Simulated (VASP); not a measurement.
# BiIr (rocksalt type) (I4/mmm) in VASP: electric field gradients with PBE

Aim: the electric field gradients of BiIr (rocksalt type) with PBE.

Program: VASP 6.6.1. These are calculated values, not measurements. Logs are shortened: lines on timing, memory, paths and dates and some standing lists are left out, and cuts for length are marked.

## Step 1: The cell of the first run

It takes space group I4/mmm (No. 139, tetragonal). The conventional cell has a = 4.057 Å, b = 4.057 Å, c = 5.625 Å, α = 90.00°, β = 90.00°, γ = 90.00°. Ir (site symmetry 4/mmm) has 6 Bi at 2.81 to 2.87 Å within 3.7 Å. Within 3.7 Å of Bi (site symmetry 4/mmm) lie 6 Ir at 2.81 to 2.87 Å.

## Step 2: Electric field gradients, PBE (x and y stretched by +2 %, z held)

Contents of INCAR:

```
  PREC = Accurate
  ENCUT = 420
  EDIFF = 1E-8
  ISMEAR = -1
  SIGMA = 0.08
  LREAL = False
  LASPH = True
  NELM = 120
  ALGO = Normal
  ISIF = 2
  LWAVE = False
  LCHARG = False
  GGA = PE
  LEFG = True
  NBANDS = 23
  GGA_COMPAT = False
```

Contents of KPOINTS:

```
Automatic mesh
0
Gamma
  12 12 12
```

Contents of POSCAR:

```
BiIr
1.0
    0.0000000000      2.8687882197      2.8125374703
    2.8687882197      0.0000000000      2.8125374703
    2.8687882197      2.8687882197      0.0000000000
Ir Bi
1 1
Direct
    0.0000000000      0.0000000000      0.0000000000
    0.5000000000      0.5000000000      0.5000000000
```

Potentials or basis: VASP PAW PBE potentials, release 64 (Ir_sv_GW, Bi_d).

Run with:

```
> cat potpaw_PBE.64/Ir_sv_GW/POTCAR potpaw_PBE.64/Bi_d/POTCAR > POTCAR
> mpirun -np 1 vasp_std > vasp.out
```

OUTCAR:

```text
PREC = Accurate
   ENCUT = 420
   EDIFF = 1E-8
   ISMEAR = -1
   LREAL = False
   LASPH = True
   NELM = 120
   ISIF = 2
   GGA = PE

 ion  position               nearest neighbor table
   1  0.000  0.000  0.000-   2 2.81   2 2.81   2 2.87   2 2.87   2 2.87   2 2.87
   2  0.500  0.500  0.500-   1 2.81   1 2.81   1 2.87   1 2.87   1 2.87   1 2.87

  LATTYP: Found a body centered tetragonal cell.
 ALAT       =     4.0570792079
 C/A-ratio  =     1.3864838847

  Lattice vectors:

 A1 = (   0.0000000000,  -2.8687882197,  -2.8125374703)
 A2 = (   0.0000000000,   2.8687882197,  -2.8125374703)
 A3 = (   2.8687882197,   0.0000000000,   2.8125374703)

Analysis of symmetry for initial positions (statically):
=====================================================================
 Subroutine PRICEL returns:
 Original cell was already a primitive cell.

 Routine SETGRP: Setting up the symmetry group for a
 body centered tetragonal supercell.

 Subroutine GETGRP returns: Found 16 space group operations
 (whereof 16 operations were pure point group operations)
 out of a pool of 16 trial point group operations.

The static configuration has the point symmetry D_4h.

Analysis of symmetry for dynamics (positions and initial velocities):
=====================================================================
 Subroutine PRICEL returns:
 Original cell was already a primitive cell.

 Routine SETGRP: Setting up the symmetry group for a
 body centered tetragonal supercell.

 Subroutine GETGRP returns: Found 16 space group operations
 (whereof 16 operations were pure point group operations)
 out of a pool of 16 trial point group operations.

The dynamic configuration has the point symmetry D_4h.

 Subroutine INISYM returns: Found 16 space group operations
 (whereof 16 operations are pure point group operations),
 and found     1 'primitive' translations

----------------------------------------------------------------------------------------

                                     Primitive cell

  volume of cell :      46.2941

  direct lattice vectors                    reciprocal lattice vectors
     0.000000000  2.868788220  2.812537470    -0.174289617  0.174289617  0.177775409
     2.868788220  0.000000000  2.812537470     0.174289617 -0.174289617  0.177775409
     2.868788220  2.868788220  0.000000000     0.174289617  0.174289617 -0.177775409

  length of vectors
     4.017500824  4.017500824  4.057079208     0.303904323  0.303904323  0.303904323

  position of ions in fractional coordinates (direct lattice)
     0.000000000  0.000000000  0.000000000
     0.500000000  0.500000000  0.500000000

  ion indices of the primitive-cell ions
   primitive index   ion index
                 1           1
                 2           2

----------------------------------------------------------------------------------------

 KPOINTS: Automatic mesh

Automatic generation of k-mesh.
 Grid dimensions read from file:
 generate k-points for:   12   12   12

 Generating k-lattice:

  Cartesian coordinates                     Fractional coordinates (reciprocal lattice)
    -0.014524135  0.014524135  0.014814617     0.083333333 -0.000000000  0.000000000
     0.014524135 -0.014524135  0.014814617    -0.000000000  0.083333333  0.000000000
     0.014524135  0.014524135 -0.014814617     0.000000000  0.000000000  0.083333333

  Length of vectors
     0.025325360  0.025325360  0.025325360

  Shift w.r.t. Gamma in fractional coordinates (k-lattice)
     0.000000000  0.000000000  0.000000000

 Subroutine IBZKPT returns following result:
 ===========================================

 Found    163 irreducible k-points:

 Following reciprocal coordinates:
            Coordinates               Weight
  0.000000  0.000000  0.000000      1.000000
  0.083333  0.000000  0.000000      8.000000
  0.166667  0.000000  0.000000      8.000000
  0.250000  0.000000  0.000000      8.000000
  0.333333  0.000000  0.000000      8.000000
  0.416667  0.000000  0.000000      8.000000
[... 16 lines left out ...]
  0.500000  0.166667  0.000000      8.000000
 -0.416667  0.166667  0.000000      8.000000
 [... further k-points ...]
   k-points           NKPTS =    163   k-points in BZ     NKDIM =    163   number of bands    NBANDS=     23
   number of dos      NEDOS =    301   number of ions     NIONS =      2
   total plane-waves  NPLWV =  21952
   dimension x,y,z NGX =    28 NGY =   28 NGZ =   28
   dimension x,y,z NGXF=    56 NGYF=   56 NGZF=   56
   ions per type =               1   1
   NGX,Y,Z   is equivalent  to a cutoff of  11.59, 11.59, 11.47 a.u.
   NGXF,Y,Z  is equivalent  to a cutoff of  23.17, 23.17, 22.95 a.u.
 SYSTEM =  unknown system
   PREC   = accura    normal or accurate (medium, high low for compatibility)
   ISTART =      0    job   : 0-new  1-cont  2-samecut
   ICHARG =      2    charge: 1-file 2-atom 10-const
   ISPIN  =      1    spin polarized calculation?
   LNONCOLLINEAR =      F non collinear calculations
   LSORBIT =      F    spin-orbit coupling
   LASPH  =      T    aspherical Exc in radial PAW
   ENCUT  =  420.0 eV  30.87 Ry    5.56 a.u.   6.71  6.71  6.78*2*pi/ulx,y,z
   NELM   =    120;   NELMIN=  2; NELMDL= -5     # of ELM steps
   EDIFF  = 0.1E-07   stopping-criterion for ELM
   LREAL  =      F    real-space projection
   EDIFFG = 0.1E-06   stopping-criterion for IOM
   NSW    =      0    number of steps for IOM
   IBRION =     -1    ionic relax: 0-MD 1-quasi-New 2-CG
   NFREE  =      0    steps in history (QN), initial steepest desc. (CG)
   ISIF   =      2    stress and relaxation
   ISYM   =      2    0-nonsym 1-usesym 2-fastsym
   POTIM  = 0.5000    time-step for ionic-motion
   TEBEG  =    0.0;   TEEND  =   0.0 temperature during run
   PSTRESS=    0.0 pullay stress
   NELECT =      32.0000    total number of electrons
   NUPDOWN=      -1.0000    fix difference up-down
   EMIN   =  10.00;   EMAX   =-10.00  energy-range for DOS
   EFERMI =   0.00;   METHOD = LEGACY
   ISMEAR =    -1;   SIGMA  =   0.08  broadening in eV -4-tet -1-fermi 0-gaus
   EFERMI_NEDOS =   21; number of points for ismear=-14 and -15
   IALGO  =     38    algorithm
   IMIX   =      4    mixing-type and parameters
     AMIX     =   0.40;   BMIX     =  1.00
     AMIX_MAG =   1.60;   BMIX_MAG =  1.00
  volume/ion in A,a.u.               =      23.15       156.20
  Fermi-wavevector in a.u.,A,eV,Ry     =   1.447493  2.735365 28.507406  2.095235
  Thomas-Fermi vector in A             =   2.565441
   LORBIT       =      0    0 simple, 1 ext, 2 COOP (PROOUT), +10 PAW based schemes
   GGA     = PE    functional components
   LHFCALC =     F    Hartree Fock is set to
   AEXX    =    0.0000 exact exchange contribution
   IVDW    =     0    specifies the selected vdW correction
   LEPSILON=     F    determine dielectric tensor
   LRPA    =     F    only Hartree local field effects (RPA)
 non-spin polarized calculation
  energy-cutoff  :      420.00
  volume of cell :       46.29
 maximum number of plane-waves:       925
   NGX = 13   NGY = 13   NGZ = 13

 number of electron      32.0000003 magnetization

 Free energy of the ion-electron system (eV)
  ---------------------------------------------------
  ext. energy  EPLUGINS =         0.00000000
  ---------------------------------------------------
  free energy    TOTEN  =       -12.21294294 eV

  energy without entropy =      -12.18535994  energy(sigma->0) =      -12.19915144

 E-fermi :   8.3045     XC(G=0): -11.5023

 val. band max:        8.3030499870   @ k =   0.5000   0.0000   0.4167
 cond. band min:       8.3094314752   @ k =  -0.3333   0.3333   0.0000
 fundamental gap:      0.0063814882
 Fermi energy:         8.3044800527

 k-point     1 :       0.0000    0.0000    0.0000
  band No.  band energies     occupation
      1     -82.6262      2.00000
      2     -39.6064      2.00000
      3     -39.5642      2.00000
      4     -39.5642      2.00000
      5     -14.3237      2.00000
      6     -14.3225      2.00000
[... 15 lines left out ...]
     22      18.6090      0.00000
     23      19.2239      0.00000

 k-point     2 :       0.0833    0.0000    0.0000
  band No.  band energies     occupation
      1     -82.6262      2.00000
      2     -39.6067      2.00000
      3     -39.5643      2.00000
      4     -39.5642      2.00000
      5     -14.3218      2.00000
      6     -14.3204      2.00000
[... 15 lines left out ...]
     22      18.2611      0.00000
     23      18.7516      0.00000
[... 544 lines left out ...]
     22      19.1504      0.00000
     23      19.8755      0.00000

 k-point    24 :      -0.4167    0.1667    0.0000
  band No.  band energies     occupation
      1     -82.6263      2.00000
      2     -39.6111      2.00000
      3     -39.5696      2.00000
      4     -39.5663      2.00000
      5     -14.3076      2.00000
      6     -14.2966      2.00000
[... 15 lines left out ...]
     22      19.2883      0.00000
     23      20.6551      0.00000

 [... further k-points ...]
[... 5 lines left out ...]
  --------------------------------------------------------------------------------------
  -------------------------------------------------------------------------------------
  Total       -1.5410345     -1.5410345     -0.9619358      0.0000000     -0.0000000     -0.0000000
  in kB      -53.3332024    -53.3332024    -33.2913476      0.0000000     -0.0000000     -0.0000000
  external PRESSURE =     -46.6525842 kB  Pullay stress =       0.0000000 kB

 VOLUME and BASIS-vectors are now :
 -----------------------------------------------------------------------------
  energy-cutoff  :      420.00
  volume of cell :       46.29
      direct lattice vectors                 reciprocal lattice vectors
     0.000000000  2.868788220  2.812537470    -0.174289617  0.174289617  0.177775409
     2.868788220  0.000000000  2.812537470     0.174289617 -0.174289617  0.177775409
     2.868788220  2.868788220  0.000000000     0.174289617  0.174289617 -0.177775409

 POSITION                                       TOTAL-FORCE (eV/Angst)
 -----------------------------------------------------------------------------------
      0.00000      0.00000      0.00000        -0.000000      0.000000     -0.000000
      2.86879      2.86879      2.81254         0.000000     -0.000000      0.000000
 -----------------------------------------------------------------------------------
    total drift:                                0.000000      0.000000      0.000000

  FREE ENERGIE OF THE ION-ELECTRON SYSTEM (eV)
  ---------------------------------------------------
  free  energy   TOTEN  =       -12.2129429352 eV

  energy  without entropy=      -12.1853599380  energy(sigma->0) =      -12.19915144

 Electric field gradients (V/A^2)
---------------------------------------------------------------------
 ion       V_xx      V_yy      V_zz      V_xy      V_xz      V_yz
---------------------------------------------------------------------
   1      11.007    11.007   -22.014    -0.000    -0.000    -0.000
   2      47.562    47.562   -95.124     0.001     0.001     0.001
---------------------------------------------------------------------

 Electric field gradients after diagonalization (V/A^2)
 (convention: |V_zz| > |V_xx| > |V_yy|)
----------------------------------------------------------------------
 ion       V_xx      V_yy      V_zz     asymmetry (V_yy - V_xx)/ V_zz
----------------------------------------------------------------------
   1      11.007    11.007   -22.014       0.000
   2      47.563    47.561   -95.124       0.000
----------------------------------------------------------------------

           NMR quadrupolar parameters

 Cq : quadrupolar parameter    Cq=e*Q*V_zz/h
 eta: asymmetry parameters     (V_yy - V_xx)/ V_zz
 Q  : nuclear electric quadrupole moment in mb (millibarn)
----------------------------------------------------------------------
 ion       Cq(MHz)       eta       Q (mb)
----------------------------------------------------------------------
   1      -0.053       0.000       1.000
   2      -0.230       0.000       1.000
----------------------------------------------------------------------
```

It took 62 s on 1 thread of Intel Xeon 6975P-C (Granite Rapids), shared host; peak memory 0.26 GiB.

Results:

* Free energy: -12.2129 eV
* Pressure: -4.7 GPa
* Band gap on the k mesh: zero (bands 16 and 17 overlap by 2.52 eV)
* Largest electric field gradient by atom: Ir -22.0; Bi -95.1 V/Å²

Electric field gradients, principal values (V/Å²):
```tsv
atom	least	middle	greatest (by size)
1 Ir	11.007	11.007	-22.014
2 Bi	47.561	47.563	-95.124
```

Caveat: the cell differs from its parent crystal (x and y stretched by +2 %, z held); the cell stands under tension; without QUAD_EFG the Cq values of the log hold for a quadrupole moment of 1 mb, not for the nuclei; spin-orbit coupling is left out, which moves the levels of the heavy elements.
